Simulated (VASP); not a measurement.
# HPbNO4 (P2_1/m) in VASP: notebook

HPbNO4 is run at these levels: BLYP, PBE; tasks: relaxation of cell and atoms, single point.

All numbers are computed with VASP 6.6.1; they aren't measurements. Logs are shortened: lines on timing, memory, paths and dates and some standing lists are left out, and cuts for length are marked.

## Step 1: The cell of the first run

Symmetry: P2_1/m, No. 11, monoclinic system. The conventional cell has a = 6.859 Å, b = 4.229 Å, c = 8.026 Å, α = 90.00°, β = 114.99°, γ = 90.00°. H (site symmetry m) has 1 O at 0.99 Å within 1.3 Å. Pb (site symmetry m) has 8 O at 2.47 to 3.14 Å and 3 H at 2.95 Å and 1 N at 3.26 Å within 3.3 Å. Within 1.7 Å of N (site symmetry m) lie 3 O at 1.24 to 1.28 Å. Within 1.3 Å of O (site symmetry m) lie 1 H at 0.99 Å. Within 1.7 Å of O (site symmetry m) lie 1 N at 1.24 Å. Within 1.7 Å of O (site symmetry m) lie 1 N at 1.27 Å. Within 1.7 Å of O (site symmetry m) lie 1 N at 1.28 Å.

## Step 2: Relaxation of cell and atoms, BLYP

INCAR

```
SYSTEM = HPbNO4
PREC = Accurate
ENCUT = 600
EDIFF = 1E-6
ISMEAR = -1
SIGMA = 0.05
LREAL = .FALSE.
LASPH = .TRUE.
NELM = 80
ALGO = Normal
ISIF = 3
LWAVE = .FALSE.
LCHARG = .FALSE.
GGA = B5
ALDAX = 1.0
AGGAX = 1.0
AGGAC = 1.0
ALDAC = 0.0
IBRION = 2
NSW = 60
EDIFFG = -0.01
```

KPOINTS

```
regular mesh
0
G
  3 5 3
  0 0 0
```

POSCAR

```
HPbNO4
1.0
    6.8587700000      0.0000000000      0.0000000000
    0.0000000000      4.2286500000      0.0000000000
   -3.3910100000      0.0000000000      7.2745900000
H Pb N O
2 2 2 8
Direct
    0.2254900000      0.7500000000      0.5073000000
    0.7745100000      0.2500000000      0.4927000000
    0.3022900000      0.2500000000      0.2849400000
    0.6977100000      0.7500000000      0.7150600000
    0.2148400000      0.7500000000      0.8356700000
    0.7851600000      0.2500000000      0.1643300000
    0.3307800000      0.7500000000      0.4533800000
    0.4090900000      0.7500000000      0.8690100000
    0.1550800000      0.7500000000      0.9653700000
    0.0708300000      0.7500000000      0.6695500000
    0.6692200000      0.2500000000      0.5466100000
    0.5909100000      0.2500000000      0.1309900000
    0.8449200000      0.2500000000      0.0346300000
    0.9291700000      0.2500000000      0.3304500000
```

Potentials or basis: VASP PAW PBE potentials, release 64 (H, Pb_d, N, O).

On the command line:

```console
$ cat potpaw_PBE.64/H/POTCAR potpaw_PBE.64/Pb_d/POTCAR potpaw_PBE.64/N/POTCAR potpaw_PBE.64/O/POTCAR > POTCAR
$ mpirun -np 1 vasp_std > vasp.out
```

OUTCAR:

```text
SYSTEM = HPbNO4
   PREC = Accurate
   ENCUT = 600
   EDIFF = 1E-6
   ISMEAR = -1
   LREAL = .FALSE.
   LASPH = .TRUE.
   NELM = 80
   ISIF = 3
   GGA = B5
   IBRION = 2
   NSW = 60
   EDIFFG = -0.01

 ion  position               nearest neighbor table
   1  0.225  0.750  0.507-   7 0.99
   2  0.775  0.250  0.493-  11 0.99
   3  0.302  0.250  0.285-   7 2.47   7 2.47  11 2.51  14 2.73  12 2.74  13 2.92   4 3.98   4 3.98

   4  0.698  0.750  0.715-  11 2.47  11 2.47   7 2.51  10 2.73   8 2.74   9 2.92   3 3.98   3 3.98

   5  0.215  0.750  0.836-   8 1.24   9 1.27  10 1.28
   6  0.785  0.250  0.164-  12 1.24  13 1.27  14 1.28
   7  0.331  0.750  0.453-   1 0.99   3 2.47   3 2.47   4 2.51
   8  0.409  0.750  0.869-   5 1.24   4 2.74
   9  0.155  0.750  0.965-   5 1.27   4 2.92
  10  0.071  0.750  0.670-   5 1.28   4 2.73
  11  0.669  0.250  0.547-   2 0.99   4 2.47   4 2.47   3 2.51
  12  0.591  0.250  0.131-   6 1.24   3 2.74
  13  0.845  0.250  0.035-   6 1.27   3 2.92
  14  0.929  0.250  0.330-   6 1.28   3 2.73

  LATTYP: Found a simple monoclinic cell.
 ALAT       =     6.8587700000
 B/A-ratio  =     0.6165318271
 C/A-ratio  =     1.1701982117
 COS(beta)  =    -0.4224967775

  Lattice vectors:

 A1 = (   6.8587700000,   0.0000000000,   0.0000000000)
 A2 = (   0.0000000000,   4.2286500000,   0.0000000000)
 A3 = (  -3.3910100000,   0.0000000000,   7.2745900000)

Analysis of symmetry for initial positions (statically):
=====================================================================
 Subroutine PRICEL returns:
 Original cell was already a primitive cell.

 Routine SETGRP: Setting up the symmetry group for a
 simple monoclinic supercell.

 Subroutine GETGRP returns: Found  2 space group operations
 (whereof  1 operations were pure point group operations)
 out of a pool of  4 trial point group operations.

The static configuration has the point symmetry C_1 .
 The point group associated with its full space group is C_1h.

Analysis of symmetry for dynamics (positions and initial velocities):
=====================================================================
 Subroutine PRICEL returns:
 Original cell was already a primitive cell.

 Routine SETGRP: Setting up the symmetry group for a
 simple monoclinic supercell.

 Subroutine GETGRP returns: Found  2 space group operations
 (whereof  1 operations were pure point group operations)
 out of a pool of  4 trial point group operations.

The dynamic configuration has the point symmetry C_1 .
 The point group associated with its full space group is C_1h.

 Subroutine INISYM returns: Found  2 space group operations
 (whereof  1 operations are pure point group operations),
 and found     1 'primitive' translations

----------------------------------------------------------------------------------------

                                     Primitive cell

  volume of cell :     210.9874

  direct lattice vectors                    reciprocal lattice vectors
     6.858770000  0.000000000  0.000000000     0.145798737  0.000000000  0.067963277
     0.000000000  4.228650000  0.000000000     0.000000000  0.236482092  0.000000000
    -3.391010000  0.000000000  7.274590000     0.000000000  0.000000000  0.137464792

  length of vectors
     6.858770000  4.228650000  8.026120388     0.160861054  0.236482092  0.137464792

  position of ions in fractional coordinates (direct lattice)
     0.225490000  0.750000000  0.507300000
     0.774510000  0.250000000  0.492700000
     0.302290000  0.250000000  0.284940000
     0.697710000  0.750000000  0.715060000
     0.214840000  0.750000000  0.835670000
     0.785160000  0.250000000  0.164330000
     0.330780000  0.750000000  0.453380000
     0.409090000  0.750000000  0.869010000
     0.155080000  0.750000000  0.965370000
     0.070830000  0.750000000  0.669550000
     0.669220000  0.250000000  0.546610000
     0.590910000  0.250000000  0.130990000
     0.844920000  0.250000000  0.034630000
     0.929170000  0.250000000  0.330450000

  ion indices of the primitive-cell ions
   primitive index   ion index
                 1           1
                 2           2
                 3           3
                 4           4
                 5           5
                 6           6
                 7           7
                 8           8
                 9           9
                10          10
                11          11
                12          12
                13          13
                14          14

----------------------------------------------------------------------------------------

 KPOINTS: regular mesh

Automatic generation of k-mesh.
 Grid dimensions read from file:
 generate k-points for:    3    5    3

 Generating k-lattice:

  Cartesian coordinates                     Fractional coordinates (reciprocal lattice)
     0.048599579  0.000000000  0.022654426     0.333333333  0.000000000  0.000000000
     0.000000000  0.047296418  0.000000000     0.000000000  0.200000000  0.000000000
     0.000000000  0.000000000  0.045821597     0.000000000  0.000000000  0.333333333

  Length of vectors
     0.053620351  0.047296418  0.045821597

  Shift w.r.t. Gamma in fractional coordinates (k-lattice)
     0.000000000  0.000000000  0.000000000

 Subroutine IBZKPT returns following result:
 ===========================================

 Found     15 irreducible k-points:

 Following reciprocal coordinates:
            Coordinates               Weight
  0.000000  0.000000  0.000000      1.000000
  0.333333  0.000000  0.000000      2.000000
  0.000000  0.200000  0.000000      2.000000
  0.333333  0.200000  0.000000      4.000000
  0.000000  0.400000  0.000000      2.000000
  0.333333  0.400000  0.000000      4.000000
  0.000000  0.000000  0.333333      2.000000
  0.333333  0.000000  0.333333      2.000000
 -0.333333  0.000000  0.333333      2.000000
  0.000000  0.200000  0.333333      4.000000
  0.333333  0.200000  0.333333      4.000000
 -0.333333  0.200000  0.333333      4.000000
  0.000000  0.400000  0.333333      4.000000
  0.333333  0.400000  0.333333      4.000000
 -0.333333  0.400000  0.333333      4.000000
   k-points           NKPTS =     15   k-points in BZ     NKDIM =     15   number of bands    NBANDS=     52
   number of dos      NEDOS =    301   number of ions     NIONS =     14
   total plane-waves  NPLWV = 129024
   dimension x,y,z NGX =    56 NGY =   36 NGZ =   64
   dimension x,y,z NGXF=   112 NGYF=   72 NGZF=  128
   ions per type =               2   2   2   8
   NGX,Y,Z   is equivalent  to a cutoff of  13.57, 14.15, 13.26 a.u.
   NGXF,Y,Z  is equivalent  to a cutoff of  27.15, 28.31, 26.51 a.u.
 SYSTEM =  HPbNO4
   PREC   = accura    normal or accurate (medium, high low for compatibility)
   ISTART =      0    job   : 0-new  1-cont  2-samecut
   ICHARG =      2    charge: 1-file 2-atom 10-const
   ISPIN  =      1    spin polarized calculation?
   LNONCOLLINEAR =      F non collinear calculations
   LSORBIT =      F    spin-orbit coupling
   LASPH  =      T    aspherical Exc in radial PAW
   ENCUT  =  600.0 eV  44.10 Ry    6.64 a.u.  13.70  8.45 16.03*2*pi/ulx,y,z
   NELM   =     80;   NELMIN=  2; NELMDL= -5     # of ELM steps
   EDIFF  = 0.1E-05   stopping-criterion for ELM
   LREAL  =      F    real-space projection
   EDIFFG = -.1E-01   stopping-criterion for IOM
   NSW    =     60    number of steps for IOM
   IBRION =      2    ionic relax: 0-MD 1-quasi-New 2-CG
   NFREE  =      1    steps in history (QN), initial steepest desc. (CG)
   ISIF   =      3    stress and relaxation
   ISYM   =      2    0-nonsym 1-usesym 2-fastsym
   POTIM  = 0.5000    time-step for ionic-motion
   TEBEG  =    0.0;   TEEND  =   0.0 temperature during run
   PSTRESS=    0.0 pullay stress
   NELECT =      88.0000    total number of electrons
   NUPDOWN=      -1.0000    fix difference up-down
   EMIN   =  10.00;   EMAX   =-10.00  energy-range for DOS
   EFERMI =   0.00;   METHOD = LEGACY
   ISMEAR =    -1;   SIGMA  =   0.05  broadening in eV -4-tet -1-fermi 0-gaus
   EFERMI_NEDOS =   21; number of points for ismear=-14 and -15
   IALGO  =     38    algorithm
   IMIX   =      4    mixing-type and parameters
     AMIX     =   0.40;   BMIX     =  1.00
     AMIX_MAG =   1.60;   BMIX_MAG =  1.00
  volume/ion in A,a.u.               =      15.07       101.70
  Fermi-wavevector in a.u.,A,eV,Ry     =   1.223161  2.311439 20.355980  1.496122
  Thomas-Fermi vector in A             =   2.358282
   LORBIT       =      0    0 simple, 1 ext, 2 COOP (PROOUT), +10 PAW based schemes
   GGA     = B5    functional components
   LHFCALC =     F    Hartree Fock is set to
   AEXX    =    0.0000 exact exchange contribution
   IVDW    =     0    specifies the selected vdW correction
   LEPSILON=     F    determine dielectric tensor
   LRPA    =     F    only Hartree local field effects (RPA)
 conjugate gradient relaxation of ions
 non-spin polarized calculation
  energy-cutoff  :      600.00
  volume of cell :      210.99
 maximum number of plane-waves:      7072
   NGX = 27   NGY = 17   NGZ = 33

--------------------------------------- Ionic step        1  -------------------------------------------

 number of electron      88.0000002 magnetization

 Free energy of the ion-electron system (eV)
  ---------------------------------------------------
  ext. energy  EPLUGINS =         0.00000000
  ---------------------------------------------------
  free energy    TOTEN  =       -76.77512793 eV

  energy without entropy =      -76.77512793  energy(sigma->0) =      -76.77512793

------------------------ aborting loop because EDIFF is reached ----------------------------------------

  FORCE on cell =-STRESS in cart. coord.  units (eV):
  Direction    XX          YY          ZZ          XY          YZ          ZX
  --------------------------------------------------------------------------------------
  -------------------------------------------------------------------------------------
  Total        5.1627872      1.4756814      4.5810947      0.0000000      0.0000000      0.1881444
  in kB       39.2047153     11.2058988     34.7875105      0.0000000      0.0000000      1.4287142
  external PRESSURE =      28.3993749 kB  Pullay stress =       0.0000000 kB
[... 125 lines left out ...]
  FREE ENERGIE OF THE ION-ELECTRON SYSTEM (eV)
  ---------------------------------------------------
  free  energy   TOTEN  =       -76.8227860555 eV

  energy  without entropy=      -76.8227860554  energy(sigma->0) =      -76.82278606

[... ionic steps 4 to 32 ...]

--------------------------------------- Ionic step       33  -------------------------------------------

 number of electron      88.0000005 magnetization

------------------------ aborting loop because EDIFF is reached ----------------------------------------

  FORCE on cell =-STRESS in cart. coord.  units (eV):
  Direction    XX          YY          ZZ          XY          YZ          ZX
  --------------------------------------------------------------------------------------
  -------------------------------------------------------------------------------------
  Total        0.0381136     -0.0233252     -0.0630416      0.0000000      0.0000000      0.0014948
  in kB        0.2791233     -0.1708206     -0.4616818      0.0000000      0.0000000      0.0109472
  external PRESSURE =      -0.1177931 kB  Pullay stress =       0.0000000 kB
[... 81 lines left out ...]
  energy  without entropy=      -76.8396600677  energy(sigma->0) =      -76.83966007

--------------------------------------- Ionic step       35  -------------------------------------------

 number of electron      88.0000005 magnetization

 Free energy of the ion-electron system (eV)
  ---------------------------------------------------
  ext. energy  EPLUGINS =         0.00000000
  ---------------------------------------------------
  free energy    TOTEN  =       -76.83969619 eV

  energy without entropy =      -76.83969619  energy(sigma->0) =      -76.83969619

 E-fermi :   1.4850     XC(G=0):  -7.9906

 val. band max:        0.3602912723   @ k =  -0.3333   0.0000   0.3333
 cond. band min:       3.4097947950   @ k =   0.0000   0.2000   0.3333
 fundamental gap:      3.0495035227
 Fermi energy:         1.4849747571

 k-point     1 :       0.0000    0.0000    0.0000
  band No.  band energies     occupation
      1     -24.6405      2.00000
      2     -24.6032      2.00000
      3     -19.4982      2.00000
      4     -19.4178      2.00000
      5     -19.1375      2.00000
      6     -19.0863      2.00000
[... 855 lines left out ...]
  FREE ENERGIE OF THE ION-ELECTRON SYSTEM (eV)
  ---------------------------------------------------
  free  energy   TOTEN  =       -76.8396961929 eV

  energy  without entropy=      -76.8396961928  energy(sigma->0) =      -76.83969619

 reached required accuracy - stopping structural energy minimisation
```

Wall time 89 min (1 thread of Intel Xeon 8259CL, shared host); peak memory 0.47 GiB.

What came out:

| Quantity | Value |
| --- | --- |
| Free energy | -76.8397 eV |
| Relaxed volume | 15.62 Å³/atom |
| Relaxed cell | a = 6.916 Å, b = 4.301 Å, c = 8.100 Å, α = 90.00°, β = 114.77°, γ = 90.00° |
| Space group after relaxing (to 0.1 Å) | P2_1/m (No. 11) |
| Energy gained by relaxing | 4.6 meV/atom |
| Ionic steps | 35 |
| Pressure after relaxing | 0.0 GPa |
| Largest force after relaxing | 0.009 eV/Å |
| Band gap on the k mesh | 3.05 eV (least direct gap 3.18 eV) |

Forces in eV/Å, atoms in the order of the input:
```
H   -0.005  0.000  0.001
H    0.005  0.000  0.000
Pb   0.004  0.000 -0.006
Pb  -0.004  0.000  0.006
N    0.003  0.000  0.008
N   -0.003  0.000 -0.008
O    0.000  0.000 -0.004
O   -0.001  0.000  0.007
O    0.006  0.000 -0.003
O    0.002  0.000  0.005
O    0.000  0.000  0.004
O    0.001  0.000 -0.007
O   -0.006  0.000  0.003
O   -0.002  0.000 -0.005
```

Step by step:
```tsv
step	energy change (eV)	largest force (eV/Å)	pressure (GPa)	volume (Å³)
1	0.0000	0.9081	2.84	210.99
2	0.3194	2.7538	-4.86	219.24
3	-0.0477	0.2475	0.53	213.05
4	-0.0477	0.2165	0.59	212.99
5	-0.0502	0.5242	0.41	214.89
6	-0.0532	0.2244	0.48	214.09
7	-0.0598	0.1079	0.24	215.64
8	-0.0616	0.0696	0.09	216.63
9	-0.0617	0.0707	0.04	216.97
10	-0.0621	0.0740	0.03	217.14
11	-0.0621	0.0688	0.02	217.13
12	-0.0624	0.0552	0.03	217.25
13	-0.0627	0.0460	0.04	217.41
14	-0.0629	0.0839	0.05	217.72
15	-0.0629	0.0701	0.04	217.61
16	-0.0631	0.0441	0.01	217.80
17	-0.0631	0.0385	0.01	217.79
18	-0.0633	0.0214	0.00	217.88
19	-0.0634	0.0274	-0.01	217.94
20	-0.0634	0.0604	-0.03	218.08
21	-0.0634	0.0409	-0.02	218.01
22	-0.0635	0.0375	0.00	218.06
23	-0.0637	0.0863	0.06	218.20
24	-0.0638	0.0785	0.05	218.24
25	-0.0641	0.0541	0.03	218.36
26	-0.0643	0.0258	-0.01	218.61
27	-0.0644	0.0399	-0.03	218.72
28	-0.0644	0.0149	-0.03	218.78
29	-0.0644	0.0169	-0.03	218.82
30	-0.0644	0.0140	-0.02	218.81
31	-0.0645	0.0188	0.00	218.79
32	-0.0645	0.0237	0.00	218.78
33	-0.0645	0.0130	-0.01	218.77
34	-0.0645	0.0238	-0.02	218.77
35	-0.0646	0.0089	-0.01	218.74
```

Final structure:
```xyz
14
Lattice="6.9158 0.0000 0.0121 0.0000 4.3006 0.0000 -3.4064 0.0000 7.3486" Properties=species:S:1:pos:R:3 pbc="T T T"
H    -0.1610    3.2254    3.7132
H     3.6703    1.0751    3.6474
Pb    1.1288    1.0751    2.0997
Pb    2.3806    3.2254    5.2609
N    -1.3568    3.2254    6.1570
N     4.8662    1.0751    1.2036
O     0.7480    3.2254    3.3282
O    -0.1230    3.2254    6.4013
O    -2.2146    3.2254    7.1129
O    -1.7874    3.2254    4.9352
O     2.7614    1.0751    4.0325
O     3.6324    1.0751    0.9594
O     5.7240    1.0751    0.2478
O     5.2968    1.0751    2.4254
```

Caveat: the standard files for N, O and F lose accuracy on very short bonds; the PAW data sets were made with another functional, which shifts forces and pressure a little; spin-orbit coupling is left out, which moves the levels of the heavy elements.

(Continued in part 2 of 2.)
